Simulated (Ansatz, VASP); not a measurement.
One calculation of Fe, two programs

File INCAR:

```
SYSTEM = Fe
ALGO = Normal ; EDIFF = 1E-6
ENCUT = 520 ; GGA = PE
ISIF = 2 ; ISMEAR = -1
ISPIN = 2 ; LASPH = .True.
LCHARG = .False. ; LMAXMIX = 4
LORBIT = 11 ; LREAL = .False.
LWAVE = .False. ; MAGMOM = 2.5
NBANDS = 14 ; NELM = 150
PREC = Accurate ; SIGMA = 0.06122561905347299
```

File KPOINTS:

```
k-points
0
Gamma
  24 24 24
  0 0 0
```

POSCAR

```
Fe
1.0
   -1.3866036848      1.3866036848      1.3866036848
    1.3866036848     -1.3866036848      1.3866036848
    1.3866036848      1.3866036848     -1.3866036848
Fe
1
Direct
    0.0000000000      0.0000000000      0.0000000000
```

Input for Ansatz:

```yaml
crystal:
  atoms:
  - position: [0.0, 0.0, 0.0]
    spin: 2.5
    symbol: Fe
  lattice:
  - [-1.3866036848346184, 1.3866036848346184, 1.3866036848346184]
  - [1.3866036848346184, -1.3866036848346184, 1.3866036848346184]
  - [1.3866036848346184, 1.3866036848346184, -1.3866036848346184]
hamiltonian:
  dispersion: none
  pseudopotentials:
    dirac_shells:
      Fe: [2p]
    kind: all_electron
    lapw:
      basis_error: 0.025 meV
      muffin_tin_radii: {Fe: 1.1113}
    relativity: scalar
  xc: pbe
kpoints:
  mp_grid:
    grid: [24, 24, 24]
    shift: [0, 0, 0]
magnetization: {spin_polarized: true}
output: {forces: true, stress: true}
scf:
  convergence: {dr2_threshold: 1e-10 eV}
  lower_state_search: 'off'
  max_iter: 200
  occupations: {method: fermi_dirac, width: 0.06122561905347299}
```

Alike in both runs: task single point; functional PBE; k mesh 24 × 24 × 24; occupations fermi-dirac, width 0.0612256 eV; collinear spin.

|  | VASP | Ansatz |
| --- | --- | --- |
| version | VASP 6.6.1 | Ansatz 0.2 development build |
| potentials or method | VASP PAW PBE potentials, release 64 (Fe), cutoff 520 eV | all-electron full-potential LAPW, scalar-relativistic |

VASP gave:

- pressure (GPa): 13.5
- net moment per atom (μB): 2.07
- size of the moment on the site where the two differ most (μB): 2.06

What did Ansatz give for the same quantities?

Pressure (GPa): 13.8; net moment per atom (μB): 2.05; size of the moment on the site where the two differ most (μB): 2.10.

Site moments also hang on the region over which each program counts them. Ansatz ran all-electron here, and VASP with PAW potentials.
